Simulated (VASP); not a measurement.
# La3O2 (R-3m) in VASP: a series of runs

Runs on La3O2. Level: PBE. Tasks: single point.

Everything below comes from runs of VASP 6.6.1. Logs are shortened: lines on timing, memory, paths and dates and some standing lists are left out, and cuts for length are marked.

### 1 The cell of the first run

The structure is trigonal, space group R-3m (No. 166). Conventional cell: a = 7.544 Å, b = 7.544 Å, c = 9.015 Å, α = 90.00°, β = 90.00°, γ = 120.00°. Within 2.9 Å of La (site symmetry 2/m) lie 2 O at 2.18 Å. Within 2.9 Å of O (site symmetry 3m) lie 3 La at 2.18 Å.

### 2 Single point, PBE

INCAR

```
PREC = Accurate ; ENCUT = 520
EDIFF = 1E-7 ; ISMEAR = 0
SIGMA = 0.1 ; LREAL = F
LASPH = T ; NELM = 100
ALGO = Normal ; ISIF = 2
LWAVE = F ; LCHARG = F
GGA = PE ; NBANDS = 30
```

KPOINTS

```
regular mesh
0
Gamma
  3 3 3
```

POSCAR

```
La3O2
1.0
    3.7718035600      2.1776518000      3.0049039600
   -3.7718035600      2.1776518000      3.0049039600
    0.0000000000     -4.3553036000      3.0049039600
La O
3 2
Direct
    0.0000000000      0.5000000000      0.0000000000
    0.0000000000      0.0000000000      0.5000000000
    0.5000000000      0.0000000000      0.0000000000
    0.8187567600      0.8187567600      0.8187567600
    0.1812432400      0.1812432400      0.1812432400
```

Potentials or basis: VASP PAW PBE potentials, release 64 (La, O).

Started as:

```sh
$ cat potpaw_PBE.64/La/POTCAR potpaw_PBE.64/O/POTCAR > POTCAR
$ mpirun -np 1 vasp_std > vasp.out
```

OUTCAR:

```text
PREC = Accurate
   ENCUT = 520
   EDIFF = 1E-7
   ISMEAR = 0
   LREAL = F
   LASPH = T
   NELM = 100
   ISIF = 2
   GGA = PE

 ion  position               nearest neighbor table
   1  0.000  0.500  0.000-   4 2.18   5 2.18
   2  0.000  0.000  0.500-   4 2.18   5 2.18
   3  0.500  0.000  0.000-   4 2.18   5 2.18
   4  0.819  0.819  0.819-   2 2.18   1 2.18   3 2.18
   5  0.181  0.181  0.181-   2 2.18   1 2.18   3 2.18

  LATTYP: Found a trigonal (rhomboedric) cell.
 ALAT       =     5.2913247175
 COS(alpha) =    -0.0162470540

  Lattice vectors:

 A1 = (   3.7718035600,   2.1776518000,   3.0049039600)
 A2 = (  -3.7718035600,   2.1776518000,   3.0049039600)
 A3 = (   0.0000000000,  -4.3553036000,   3.0049039600)

Analysis of symmetry for initial positions (statically):
=====================================================================
 Subroutine PRICEL returns:
 Original cell was already a primitive cell.

 Routine SETGRP: Setting up the symmetry group for a
 trigonal (rhombohedral) supercell.

 Subroutine GETGRP returns: Found 12 space group operations
 (whereof 12 operations were pure point group operations)
 out of a pool of 12 trial point group operations.

The static configuration has the point symmetry D_3d.

Analysis of symmetry for dynamics (positions and initial velocities):
=====================================================================
 Subroutine PRICEL returns:
 Original cell was already a primitive cell.

 Routine SETGRP: Setting up the symmetry group for a
 trigonal (rhombohedral) supercell.

 Subroutine GETGRP returns: Found 12 space group operations
 (whereof 12 operations were pure point group operations)
 out of a pool of 12 trial point group operations.

The dynamic configuration has the point symmetry D_3d.

 Subroutine INISYM returns: Found 12 space group operations
 (whereof 12 operations are pure point group operations),
 and found     1 'primitive' translations

----------------------------------------------------------------------------------------

                                     Primitive cell

  volume of cell :     148.0878

  direct lattice vectors                    reciprocal lattice vectors
     3.771803560  2.177651800  3.004903960     0.132562577  0.076535040  0.110929779
    -3.771803560  2.177651800  3.004903960    -0.132562577  0.076535040  0.110929779
     0.000000000 -4.355303600  3.004903960     0.000000000 -0.153070079  0.110929779

  length of vectors
     5.291324718  5.291324718  5.291324717     0.189039321  0.189039321  0.189039322

  position of ions in fractional coordinates (direct lattice)
     0.000000000  0.500000000  1.000000000
     1.000000000  1.000000000  0.500000000
     0.500000000  0.000000000  1.000000000
     0.818756760  0.818756760  0.818756760
     0.181243240  0.181243240  0.181243240

  ion indices of the primitive-cell ions
   primitive index   ion index
                 1           1
                 2           2
                 3           3
                 4           4
                 5           5

----------------------------------------------------------------------------------------

 KPOINTS: regular mesh

Automatic generation of k-mesh.
 Grid dimensions read from file:
 generate k-points for:    3    3    3

 Generating k-lattice:

  Cartesian coordinates                     Fractional coordinates (reciprocal lattice)
     0.044187526  0.025511680  0.036976593     0.333333333 -0.000000000 -0.000000000
    -0.044187526  0.025511680  0.036976593    -0.000000000  0.333333333 -0.000000000
     0.000000000 -0.051023360  0.036976593    -0.000000000 -0.000000000  0.333333333

  Length of vectors
     0.063013107  0.063013107  0.063013107

  Shift w.r.t. Gamma in fractional coordinates (k-lattice)
     0.000000000  0.000000000  0.000000000

 Subroutine IBZKPT returns following result:
 ===========================================

 Found      6 irreducible k-points:

 Following reciprocal coordinates:
            Coordinates               Weight
  0.000000  0.000000  0.000000      1.000000
  0.333333 -0.000000 -0.000000      6.000000
  0.333333  0.333333 -0.000000      6.000000
 -0.333333  0.333333  0.000000      6.000000
  0.333333  0.333333  0.333333      2.000000
 -0.333333  0.333333  0.333333      6.000000
   k-points           NKPTS =      6   k-points in BZ     NKDIM =      6   number of bands    NBANDS=     30
   number of dos      NEDOS =    301   number of ions     NIONS =      5
   total plane-waves  NPLWV =  64000
   dimension x,y,z NGX =    40 NGY =   40 NGZ =   40
   dimension x,y,z NGXF=    80 NGYF=   80 NGZF=   80
   ions per type =               3   2
   NGX,Y,Z   is equivalent  to a cutoff of  12.57, 12.57, 12.57 a.u.
   NGXF,Y,Z  is equivalent  to a cutoff of  25.13, 25.13, 25.13 a.u.
 SYSTEM =  unknown system
   PREC   = accura    normal or accurate (medium, high low for compatibility)
   ISTART =      0    job   : 0-new  1-cont  2-samecut
   ICHARG =      2    charge: 1-file 2-atom 10-const
   ISPIN  =      1    spin polarized calculation?
   LNONCOLLINEAR =      F non collinear calculations
   LSORBIT =      F    spin-orbit coupling
   LASPH  =      T    aspherical Exc in radial PAW
   ENCUT  =  520.0 eV  38.22 Ry    6.18 a.u.   9.84  9.84  9.84*2*pi/ulx,y,z
   NELM   =    100;   NELMIN=  2; NELMDL= -5     # of ELM steps
   EDIFF  = 0.1E-06   stopping-criterion for ELM
   LREAL  =      F    real-space projection
   EDIFFG = 0.1E-05   stopping-criterion for IOM
   NSW    =      0    number of steps for IOM
   IBRION =     -1    ionic relax: 0-MD 1-quasi-New 2-CG
   NFREE  =      0    steps in history (QN), initial steepest desc. (CG)
   ISIF   =      2    stress and relaxation
   ISYM   =      2    0-nonsym 1-usesym 2-fastsym
   POTIM  = 0.5000    time-step for ionic-motion
   TEBEG  =    0.0;   TEEND  =   0.0 temperature during run
   PSTRESS=    0.0 pullay stress
   NELECT =      45.0000    total number of electrons
   NUPDOWN=      -1.0000    fix difference up-down
   EMIN   =  10.00;   EMAX   =-10.00  energy-range for DOS
   EFERMI =   0.00;   METHOD = LEGACY
   ISMEAR =     0;   SIGMA  =   0.10  broadening in eV -4-tet -1-fermi 0-gaus
   EFERMI_NEDOS =   21; number of points for ismear=-14 and -15
   IALGO  =     38    algorithm
   IMIX   =      4    mixing-type and parameters
     AMIX     =   0.40;   BMIX     =  1.00
     AMIX_MAG =   1.60;   BMIX_MAG =  1.00
  volume/ion in A,a.u.               =      29.62       199.87
  Fermi-wavevector in a.u.,A,eV,Ry     =   1.100625  2.079879 16.481751  1.211375
  Thomas-Fermi vector in A             =   2.237039
   LORBIT       =      0    0 simple, 1 ext, 2 COOP (PROOUT), +10 PAW based schemes
   GGA     = PE    functional components
   LHFCALC =     F    Hartree Fock is set to
   AEXX    =    0.0000 exact exchange contribution
   IVDW    =     0    specifies the selected vdW correction
   LEPSILON=     F    determine dielectric tensor
   LRPA    =     F    only Hartree local field effects (RPA)
 non-spin polarized calculation
 Gauss-broadening in eV      SIGMA  =   0.10
  energy-cutoff  :      520.00
  volume of cell :      148.09
 maximum number of plane-waves:      4013
   NGX = 19   NGY = 19   NGZ = 19

 number of electron      45.0000007 magnetization

 Free energy of the ion-electron system (eV)
  ---------------------------------------------------
  ext. energy  EPLUGINS =         0.00000000
  ---------------------------------------------------
  free energy    TOTEN  =       -32.53075336 eV

  energy without entropy =      -32.49621725  energy(sigma->0) =      -32.51348531

 E-fermi :   6.0817     XC(G=0):  -8.7411

 val. band max:        6.0634039006   @ k =  -0.3333   0.3333   0.0000
 cond. band min:       6.1252742186   @ k =   0.3333  -0.0000  -0.0000
 fundamental gap:      0.0618703180
 Fermi energy:         6.0816974645

 k-point     1 :       0.0000    0.0000    0.0000
  band No.  band energies     occupation
      1     -26.8066      2.00000
      2     -26.4953      2.00000
      3     -26.4953      2.00000
      4     -15.6747      2.00000
      5     -13.3038      2.00000
      6     -11.2010      2.00000
[... 22 lines left out ...]
     29       8.1125      0.00000
     30       8.1489      0.00000

 k-point     2 :       0.3333   -0.0000   -0.0000
  band No.  band energies     occupation
      1     -26.7430      2.00000
      2     -26.5627      2.00000
      3     -26.4948      2.00000
      4     -15.3438      2.00000
      5     -14.1388      2.00000
      6     -11.0852      2.00000
[... 22 lines left out ...]
     29       7.8550      0.00000
     30       8.0582      0.00000

 k-point     3 :       0.3333    0.3333   -0.0000
  band No.  band energies     occupation
      1     -26.7019      2.00000
      2     -26.5516      2.00000
      3     -26.5468      2.00000
      4     -15.3894      2.00000
      5     -14.1157      2.00000
      6     -10.8992      2.00000
[... 22 lines left out ...]
     29       7.9581      0.00000
     30       8.0309      0.00000

 k-point     4 :      -0.3333    0.3333    0.0000
  band No.  band energies     occupation
      1     -26.6775      2.00000
      2     -26.5964      2.00000
      3     -26.5277      2.00000
      4     -14.8813      2.00000
      5     -14.7931      2.00000
      6     -10.8891      2.00000
[... 22 lines left out ...]
     29       7.7229      0.00000
     30       8.0776      0.00000

 k-point     5 :       0.3333    0.3333    0.3333
  band No.  band energies     occupation
      1     -26.6945      2.00000
      2     -26.5509      2.00000
      3     -26.5509      2.00000
      4     -15.7721      2.00000
      5     -13.2547      2.00000
      6     -11.0510      2.00000
[... 22 lines left out ...]
     29       7.5834      0.00000
     30       8.0602      0.00000

 k-point     6 :      -0.3333    0.3333    0.3333
  band No.  band energies     occupation
      1     -26.6487      2.00000
      2     -26.5992      2.00000
      3     -26.5509      2.00000
      4     -15.4447      2.00000
      5     -14.0718      2.00000
      6     -10.9747      2.00000
[... 22 lines left out ...]
     29       8.0340      0.00000
     30       8.0920      0.00000

------------------------ aborting loop because EDIFF is reached ----------------------------------------

  FORCE on cell =-STRESS in cart. coord.  units (eV):
  Direction    XX          YY          ZZ          XY          YZ          ZX
  --------------------------------------------------------------------------------------
  -------------------------------------------------------------------------------------
  Total       13.0841145     13.0841145      5.6484443      0.0000000      0.0000000      0.0000000
  in kB      141.5583743    141.5583742     61.1110972      0.0000000      0.0000000      0.0000000
  external PRESSURE =     114.7426152 kB  Pullay stress =       0.0000000 kB

 VOLUME and BASIS-vectors are now :
 -----------------------------------------------------------------------------
  energy-cutoff  :      520.00
  volume of cell :      148.09
      direct lattice vectors                 reciprocal lattice vectors
     3.771803560  2.177651800  3.004903960     0.132562577  0.076535040  0.110929779
    -3.771803560  2.177651800  3.004903960    -0.132562577  0.076535040  0.110929779
     0.000000000 -4.355303600  3.004903960     0.000000000 -0.153070079  0.110929779

 POSITION                                       TOTAL-FORCE (eV/Angst)
 -----------------------------------------------------------------------------------
     -1.88590      1.08883      1.50245        -0.000000      0.000000      0.000000
      0.00000     -2.17765      1.50245         0.000000      0.000000      0.000000
      1.88590      1.08883      1.50245         0.000000      0.000000      0.000000
      0.00000      0.00000      7.38086         0.000000     -0.000000      0.015763
      0.00000      0.00000      1.63386         0.000000     -0.000000     -0.015763
 -----------------------------------------------------------------------------------
    total drift:                               -0.000000      0.000000     -0.000000

  FREE ENERGIE OF THE ION-ELECTRON SYSTEM (eV)
  ---------------------------------------------------
  free  energy   TOTEN  =       -32.5307533610 eV

  energy  without entropy=      -32.4962172550  energy(sigma->0) =      -32.51348531
```

It took 25 s on 1 thread of Intel Xeon 6975P-C (Granite Rapids), shared host; peak memory 0.24 GiB.

Results:

| Property | Result |
| --- | --- |
| Free energy | -32.5308 eV |
| Pressure | 11.5 GPa |
| Largest force | 0.016 eV/Å |

Forces on the atoms (eV/Å):
```
La   0.000  0.000  0.000
La   0.000  0.000  0.000
La   0.000  0.000  0.000
O    0.000  0.000  0.016
O    0.000  0.000 -0.016
```

Stress tensor (GPa, compression positive):
```
14.16  0.00  0.00
 0.00 14.16  0.00
 0.00  0.00  6.11
```

Caveat: the k points lie up to 0.40 Å⁻¹ apart; spin-orbit coupling is left out, which moves the levels of the heavy elements; an odd number of electrons without spin polarisation forces a metal; a magnetic or distorted state may lie lower.

### 3 Single point, PBE

This run uses another cell than the first one, of 36.66 Å³/atom, 1.238 times its volume.

INCAR

```
PREC = Accurate ; ENCUT = 520
EDIFF = 1E-6 ; ISMEAR = 0
SIGMA = 0.1 ; LREAL = False
LASPH = True ; NELM = 60
ALGO = Normal ; ISIF = 2
LWAVE = False ; LCHARG = False
GGA = PE ; NBANDS = 30
```

KPOINTS is that of step 2.

POSCAR

```
La3O2
1.0
    3.9579646135      2.2851319350      3.3779847815
   -3.9579646135      2.2851319350      3.3779847815
    0.0000000000     -4.5702638701      3.3779847815
La O
3 2
Direct
    0.0000000000      0.5000000000      0.0000000000
    0.0000000000      0.0000000000      0.5000000000
    0.5000000000      0.0000000000      0.0000000000
    0.8327028033      0.8327028033      0.8327028033
    0.1672971967      0.1672971967      0.1672971967
```

Potentials or basis: VASP PAW PBE potentials, release 64 (La, O).

Started as:

```sh
$ cat potpaw_PBE.64/La/POTCAR potpaw_PBE.64/O/POTCAR > POTCAR
$ mpirun -np 1 vasp_std > vasp.out
```

Wall time 29 s (1 thread of Intel Xeon 6975P-C (Granite Rapids), shared host); peak memory 0.26 GiB.

Results (log left out):

```
Free energy   : -33.5152 eV
Pressure      : 0.2 GPa
Largest force : 0.006 eV/Å
```

Forces on the atoms (eV/Å):
```
La   0.000  0.000  0.000
La   0.000  0.000  0.000
La   0.000  0.000  0.000
O    0.000  0.000 -0.006
O    0.000  0.000  0.006
```

Stress tensor (GPa, compression positive):
```
0.13 0.00 0.00
0.00 0.13 0.00
0.00 0.00 0.34
```

Levels at points of the mesh, in eV from the Fermi level:
| k point | band 18 | band 19 | band 20 | band 21 | band 22 | band 23 | band 24 | band 25 | band 26 | band 27 |
| --- | --- | --- | --- | --- | --- | --- | --- | --- | --- | --- |
| (0.00, 0.00, 0.00) | -3.76 | -3.28 | -3.28 | -2.34 | -0.56 | -0.56 | 0.43 | 0.43 | 1.21 | 1.33 |

Caveat: the k points lie up to 0.37 Å⁻¹ apart; spin-orbit coupling is left out, which moves the levels of the heavy elements; an odd number of electrons without spin polarisation forces a metal; a magnetic or distorted state may lie lower.
